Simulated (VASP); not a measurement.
# Ca3Y (Fm-3m) in VASP: single point with LDA

Aim: the single point of Ca3Y with LDA.

All numbers are computed with VASP 6.6.1; they aren't measurements. Logs are shortened: lines on timing, memory, paths and dates and some standing lists are left out, and cuts for length are marked.

## Step 1: The cell of the first run

It takes space group Fm-3m (No. 225, cubic). The conventional cell has a = 8.491 Å, b = 8.491 Å, c = 8.491 Å, α = 90.00°, β = 90.00°, γ = 90.00°. Within 4.8 Å of Ca (site symmetry -43m) lie 10 Ca at 3.68 to 4.25 Å and 4 Y at 3.68 Å. Within 4.8 Å of Ca (site symmetry m-3m) lie 8 Ca at 3.68 Å and 6 Y at 4.25 Å. Within 4.8 Å of Y (site symmetry m-3m) lie 14 Ca at 3.68 to 4.25 Å.

## Step 2: Single point, LDA

INCAR

```
SYSTEM = Ca3Y
PREC = Accurate
ENCUT = 520
EDIFF = 1E-6
ISMEAR = 0
SIGMA = 0.3
LREAL = .FALSE.
LASPH = .TRUE.
NELM = 100
ALGO = Normal
ISIF = 2
LWAVE = .FALSE.
LCHARG = .FALSE.
NBANDS = 28
```

KPOINTS

```
Automatic mesh
0
G
  4 4 4
  0 0 0
```

POSCAR

```
Ca3Y
1.0
    0.0000000000      4.2455650000      4.2455650000
    4.2455650000      0.0000000000      4.2455650000
    4.2455650000      4.2455650000      0.0000000000
Ca Y
3 1
Direct
    0.2500000000      0.2500000000      0.2500000000
    0.7500000000      0.7500000000      0.7500000000
    0.5000000000      0.5000000000      0.5000000000
    0.0000000000      0.0000000000      0.0000000000
```

Potentials or basis: VASP PAW LDA potentials, release 64 (Ca_sv, Y_sv).

On the command line:

```
cat potpaw_LDA.64/Ca_sv/POTCAR potpaw_LDA.64/Y_sv/POTCAR > POTCAR
mpirun -np 1 vasp_std > vasp.out
```

OUTCAR:

```text
SYSTEM = Ca3Y
   PREC = Accurate
   ENCUT = 520
   EDIFF = 1E-6
   ISMEAR = 0
   LREAL = .FALSE.
   LASPH = .TRUE.
   NELM = 100
   ISIF = 2

 ion  position               nearest neighbor table
   1  0.250  0.250  0.250-   4 3.68   4 3.68   4 3.68   4 3.68
   2  0.750  0.750  0.750-   4 3.68   4 3.68   4 3.68   4 3.68
   3  0.500  0.500  0.500-
   4  0.000  0.000  0.000-   1 3.68   2 3.68   2 3.68   2 3.68   2 3.68   1 3.68   1 3.68   1 3.68

  LATTYP: Found a face centered cubic cell.
 ALAT       =     8.4911300000

  Lattice vectors:

 A1 = (   0.0000000000,   4.2455650000,   4.2455650000)
 A2 = (   4.2455650000,   0.0000000000,   4.2455650000)
 A3 = (   4.2455650000,   4.2455650000,   0.0000000000)

Analysis of symmetry for initial positions (statically):
=====================================================================
 Subroutine PRICEL returns:
 Original cell was already a primitive cell.

 Routine SETGRP: Setting up the symmetry group for a
 face centered cubic supercell.

 Subroutine GETGRP returns: Found 48 space group operations
 (whereof 48 operations were pure point group operations)
 out of a pool of 48 trial point group operations.

The static configuration has the point symmetry O_h .

Analysis of symmetry for dynamics (positions and initial velocities):
=====================================================================
 Subroutine PRICEL returns:
 Original cell was already a primitive cell.

 Routine SETGRP: Setting up the symmetry group for a
 face centered cubic supercell.

 Subroutine GETGRP returns: Found 48 space group operations
 (whereof 48 operations were pure point group operations)
 out of a pool of 48 trial point group operations.

The dynamic configuration has the point symmetry O_h .

 Subroutine INISYM returns: Found 48 space group operations
 (whereof 48 operations are pure point group operations),
 and found     1 'primitive' translations

----------------------------------------------------------------------------------------

                                     Primitive cell

  volume of cell :     153.0511

  direct lattice vectors                    reciprocal lattice vectors
     0.000000000  4.245565000  4.245565000    -0.117769955  0.117769955  0.117769955
     4.245565000  0.000000000  4.245565000     0.117769955 -0.117769955  0.117769955
     4.245565000  4.245565000  0.000000000     0.117769955  0.117769955 -0.117769955

  length of vectors
     6.004135603  6.004135603  6.004135603     0.203983546  0.203983546  0.203983546

  position of ions in fractional coordinates (direct lattice)
     0.250000000  0.250000000  0.250000000
     0.750000000  0.750000000  0.750000000
     0.500000000  0.500000000  0.500000000
     0.000000000  0.000000000  0.000000000

  ion indices of the primitive-cell ions
   primitive index   ion index
                 1           1
                 2           2
                 3           3
                 4           4

----------------------------------------------------------------------------------------

 KPOINTS: Automatic mesh

Automatic generation of k-mesh.
 Grid dimensions read from file:
 generate k-points for:    4    4    4

 Generating k-lattice:

  Cartesian coordinates                     Fractional coordinates (reciprocal lattice)
    -0.029442489  0.029442489  0.029442489     0.250000000  0.000000000  0.000000000
     0.029442489 -0.029442489  0.029442489     0.000000000  0.250000000  0.000000000
     0.029442489  0.029442489 -0.029442489     0.000000000  0.000000000  0.250000000

  Length of vectors
     0.050995887  0.050995887  0.050995887

  Shift w.r.t. Gamma in fractional coordinates (k-lattice)
     0.000000000  0.000000000  0.000000000

 Subroutine IBZKPT returns following result:
 ===========================================

 Found      8 irreducible k-points:

 Following reciprocal coordinates:
            Coordinates               Weight
  0.000000  0.000000  0.000000      1.000000
  0.250000  0.000000  0.000000      8.000000
  0.500000  0.000000  0.000000      4.000000
  0.250000  0.250000  0.000000      6.000000
  0.500000  0.250000  0.000000     24.000000
 -0.250000  0.250000  0.000000     12.000000
  0.500000  0.500000  0.000000      3.000000
 -0.250000  0.500000  0.250000      6.000000
   k-points           NKPTS =      8   k-points in BZ     NKDIM =      8   number of bands    NBANDS=     28
   number of dos      NEDOS =    301   number of ions     NIONS =      4
   total plane-waves  NPLWV = 110592
   dimension x,y,z NGX =    48 NGY =   48 NGZ =   48
   dimension x,y,z NGXF=    96 NGYF=   96 NGZF=   96
   ions per type =               3   1
   NGX,Y,Z   is equivalent  to a cutoff of  13.29, 13.29, 13.29 a.u.
   NGXF,Y,Z  is equivalent  to a cutoff of  26.58, 26.58, 26.58 a.u.
 SYSTEM =  Ca3Y
   PREC   = accura    normal or accurate (medium, high low for compatibility)
   ISTART =      0    job   : 0-new  1-cont  2-samecut
   ICHARG =      2    charge: 1-file 2-atom 10-const
   ISPIN  =      1    spin polarized calculation?
   LNONCOLLINEAR =      F non collinear calculations
   LSORBIT =      F    spin-orbit coupling
   LASPH  =      T    aspherical Exc in radial PAW
   ENCUT  =  520.0 eV  38.22 Ry    6.18 a.u.  11.16 11.16 11.16*2*pi/ulx,y,z
   NELM   =    100;   NELMIN=  2; NELMDL= -5     # of ELM steps
   EDIFF  = 0.1E-05   stopping-criterion for ELM
   LREAL  =      F    real-space projection
   EDIFFG = 0.1E-04   stopping-criterion for IOM
   NSW    =      0    number of steps for IOM
   IBRION =     -1    ionic relax: 0-MD 1-quasi-New 2-CG
   NFREE  =      0    steps in history (QN), initial steepest desc. (CG)
   ISIF   =      2    stress and relaxation
   ISYM   =      2    0-nonsym 1-usesym 2-fastsym
   POTIM  = 0.5000    time-step for ionic-motion
   TEBEG  =    0.0;   TEEND  =   0.0 temperature during run
   PSTRESS=    0.0 pullay stress
   NELECT =      41.0000    total number of electrons
   NUPDOWN=      -1.0000    fix difference up-down
   EMIN   =  10.00;   EMAX   =-10.00  energy-range for DOS
   EFERMI =   0.00;   METHOD = LEGACY
   ISMEAR =     0;   SIGMA  =   0.30  broadening in eV -4-tet -1-fermi 0-gaus
   EFERMI_NEDOS =   21; number of points for ismear=-14 and -15
   IALGO  =     38    algorithm
   IMIX   =      4    mixing-type and parameters
     AMIX     =   0.40;   BMIX     =  1.00
     AMIX_MAG =   1.60;   BMIX_MAG =  1.00
  volume/ion in A,a.u.               =      38.26       258.21
  Fermi-wavevector in a.u.,A,eV,Ry     =   1.055336  1.994295 15.153263  1.113733
  Thomas-Fermi vector in A             =   2.190530
   LORBIT       =      0    0 simple, 1 ext, 2 COOP (PROOUT), +10 PAW based schemes
   GGA     = CA    functional components
   LHFCALC =     F    Hartree Fock is set to
   AEXX    =    0.0000 exact exchange contribution
   IVDW    =     0    specifies the selected vdW correction
   LEPSILON=     F    determine dielectric tensor
   LRPA    =     F    only Hartree local field effects (RPA)
 non-spin polarized calculation
 Gauss-broadening in eV      SIGMA  =   0.30
  energy-cutoff  :      520.00
  volume of cell :      153.05
 maximum number of plane-waves:      4156
 NGX is ok and might be reduce to    48
   NGX = 23   NGY = 23   NGZ = 23

 number of electron      40.9999996 magnetization

 Free energy of the ion-electron system (eV)
  ---------------------------------------------------
  ext. energy  EPLUGINS =         0.00000000
  ---------------------------------------------------
  free energy    TOTEN  =       -13.13390444 eV

  energy without entropy =      -12.84387638  energy(sigma->0) =      -12.98889041

 E-fermi :   2.1492     XC(G=0):  -8.4826

 val. band max:        2.1117444890   @ k =   0.0000   0.0000   0.0000
 cond. band min:       2.1730579233   @ k =   0.2500   0.2500   0.0000
 fundamental gap:      0.0613134342
 Fermi energy:         2.1492363120

 k-point     1 :       0.0000    0.0000    0.0000
  band No.  band energies     occupation
      1     -41.0622      2.00000
      2     -39.0702      2.00000
      3     -38.9320      2.00000
      4     -38.9291      2.00000
      5     -21.1431      2.00000
      6     -21.1431      2.00000
[... 20 lines left out ...]
     27       4.3804      0.00000
     28       4.3804      0.00000

 k-point     2 :       0.2500    0.0000    0.0000
  band No.  band energies     occupation
      1     -41.0622      2.00000
      2     -39.0696      2.00000
      3     -38.9320      2.00000
      4     -38.9298      2.00000
      5     -21.1441      2.00000
      6     -21.1441      2.00000
[... 20 lines left out ...]
     27       4.0899      0.00000
     28       4.3668      0.00000

 k-point     3 :       0.5000    0.0000    0.0000
  band No.  band energies     occupation
      1     -41.0621      2.00000
      2     -39.0689      2.00000
      3     -38.9315      2.00000
      4     -38.9311      2.00000
      5     -21.1451      2.00000
      6     -21.1451      2.00000
[... 20 lines left out ...]
     27       3.6159      0.00000
     28       3.6159      0.00000

 k-point     4 :       0.2500    0.2500    0.0000
  band No.  band energies     occupation
      1     -41.0621      2.00000
      2     -39.0694      2.00000
      3     -38.9321      2.00000
      4     -38.9299      2.00000
      5     -21.1459      2.00000
      6     -21.1459      2.00000
[... 20 lines left out ...]
     27       4.2388      0.00000
     28       4.6062      0.00000

 k-point     5 :       0.5000    0.2500    0.0000
  band No.  band energies     occupation
      1     -41.0621      2.00000
      2     -39.0687      2.00000
      3     -38.9319      2.00000
      4     -38.9309      2.00000
      5     -21.1470      2.00000
      6     -21.1462      2.00000
[... 20 lines left out ...]
     27       3.8396      0.00000
     28       3.8748      0.00000

 k-point     6 :      -0.2500    0.2500    0.0000
  band No.  band energies     occupation
      1     -41.0621      2.00000
      2     -39.0689      2.00000
      3     -38.9318      2.00000
      4     -38.9307      2.00000
      5     -21.1452      2.00000
      6     -21.1451      2.00000
[... 20 lines left out ...]
     27       3.7878      0.00000
     28       4.2312      0.00000

 k-point     7 :       0.5000    0.5000    0.0000
  band No.  band energies     occupation
      1     -41.0621      2.00000
      2     -39.0685      2.00000
      3     -38.9323      2.00000
      4     -38.9307      2.00000
      5     -21.1488      2.00000
      6     -21.1488      2.00000
[... 20 lines left out ...]
     27       4.1878      0.00000
     28       4.1878      0.00000

 k-point     8 :      -0.2500    0.5000    0.2500
  band No.  band energies     occupation
      1     -41.0621      2.00000
      2     -39.0685      2.00000
      3     -38.9315      2.00000
      4     -38.9315      2.00000
      5     -21.1479      2.00000
      6     -21.1443      2.00000
[... 20 lines left out ...]
     27       3.6930      0.00000
     28       3.9385      0.00000

------------------------ aborting loop because EDIFF is reached ----------------------------------------

  FORCE on cell =-STRESS in cart. coord.  units (eV):
  Direction    XX          YY          ZZ          XY          YZ          ZX
  --------------------------------------------------------------------------------------
  -------------------------------------------------------------------------------------
  Total       -1.9600671     -1.9600671     -1.9600671      0.0000000     -0.0000000      0.0000000
  in kB      -20.5184730    -20.5184730    -20.5184730      0.0000000     -0.0000000      0.0000000
  external PRESSURE =     -20.5184730 kB  Pullay stress =       0.0000000 kB

 VOLUME and BASIS-vectors are now :
 -----------------------------------------------------------------------------
  energy-cutoff  :      520.00
  volume of cell :      153.05
      direct lattice vectors                 reciprocal lattice vectors
     0.000000000  4.245565000  4.245565000    -0.117769955  0.117769955  0.117769955
     4.245565000  0.000000000  4.245565000     0.117769955 -0.117769955  0.117769955
     4.245565000  4.245565000  0.000000000     0.117769955  0.117769955 -0.117769955

 POSITION                                       TOTAL-FORCE (eV/Angst)
 -----------------------------------------------------------------------------------
      2.12278      2.12278      2.12278        -0.000000     -0.000000     -0.000000
      6.36835      6.36835      6.36835         0.000000      0.000000      0.000000
      4.24557      4.24557      4.24557        -0.000000     -0.000000     -0.000000
      0.00000      0.00000      0.00000        -0.000000     -0.000000     -0.000000
 -----------------------------------------------------------------------------------
    total drift:                               -0.000000     -0.000000     -0.000000

  FREE ENERGIE OF THE ION-ELECTRON SYSTEM (eV)
  ---------------------------------------------------
  free  energy   TOTEN  =       -13.1339044391 eV

  energy  without entropy=      -12.8438763828  energy(sigma->0) =      -12.98889041
```

Run time: 53 s. Hardware: 1 thread of Intel Xeon Platinum 8259CL at 2.50GHz (Skylake/Cascade Lake), shared host; peak memory 0.26 GiB.

Results:

| Quantity | Value |
| --- | --- |
| Free energy | -13.1339 eV |
| Pressure | -2.1 GPa |
